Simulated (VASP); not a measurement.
Set up this calculation in VASP 6.6.1, as the native input.

| Item | Value |
| --- | --- |
| Task | single point |
| Functional | r2SCAN |
| Potentials or basis | VASP PAW PBE potentials, release 64 (Cd, S) |
| Cutoff | 520 eV |
| k mesh | 8 × 8 × 8 |
| Occupations | fermi-dirac, width 0.05 eV |
| Spin | no spin polarisation |
| Dipole correction | no |
| Further INCAR settings | ALGO = Normal; EDIFF = 1e-06; NBANDS = 16 |

Crystal: CdS.

```xyz
2
Lattice="0.0000 2.7715 2.7715 2.7715 0.0000 2.7715 2.7715 2.7715 0.0000" Properties=species:S:1:pos:R:3 pbc="T T T"
Cd    0.0000    0.0000    0.0000
S     2.7715    2.7715    2.7715
```

One way to write it, as run:

POSCAR

```
CdS
1.0
    0.0000000000      2.7714779354      2.7714779354
    2.7714779354      0.0000000000      2.7714779354
    2.7714779354      2.7714779354      0.0000000000
Cd S
1 1
Direct
    0.0000000000      0.0000000000      0.0000000000
    0.5000000000      0.5000000000      0.5000000000
```

INCAR.step1

```
SYSTEM = CdS
  PREC = Accurate
  ENCUT = 520
  ISMEAR = -1
  SIGMA = 0.05
  LREAL = .False.
  LASPH = .True.
  NELM = 100
  NBANDS = 16
  GGA = PE
  ALGO = Normal
  EDIFF = 1E-4
  LWAVE = .True.
  LCHARG = .False.
```

INCAR.step2

```
SYSTEM = CdS
  PREC = Accurate
  ENCUT = 520
  EDIFF = 1E-6
  ISMEAR = -1
  SIGMA = 0.05
  LREAL = .False.
  LASPH = .True.
  NELM = 100
  ALGO = Normal
  ISIF = 2
  LWAVE = .False.
  LCHARG = .False.
  METAGGA = R2SCAN
  LMIXTAU = .True.
  NBANDS = 16
  ISTART = 1
```

KPOINTS

```
regular mesh
0
Gamma
  8 8 8
  0 0 0
```

Potentials or basis: VASP PAW PBE potentials, release 64 (Cd, S).

Command:

```console
$ cat potpaw_PBE.64/Cd/POTCAR potpaw_PBE.64/S/POTCAR > POTCAR
$ cp INCAR.step1 INCAR
$ mpirun -np 1 vasp_std > vasp.out
$ cp INCAR.step2 INCAR
$ mpirun -np 1 vasp_std > vasp.out
```

Results of the run:

The pressure is -3.2 GPa and the band gap on the k mesh is 0.73 eV, indirect (least direct gap 2.01 eV).

Caveat: the PAW data sets were made with another functional, which shifts forces and pressure a little.

Run time: 2.3 min on 1 thread of Intel Xeon 8259CL, on a shared host, peak memory 0.18 GiB.
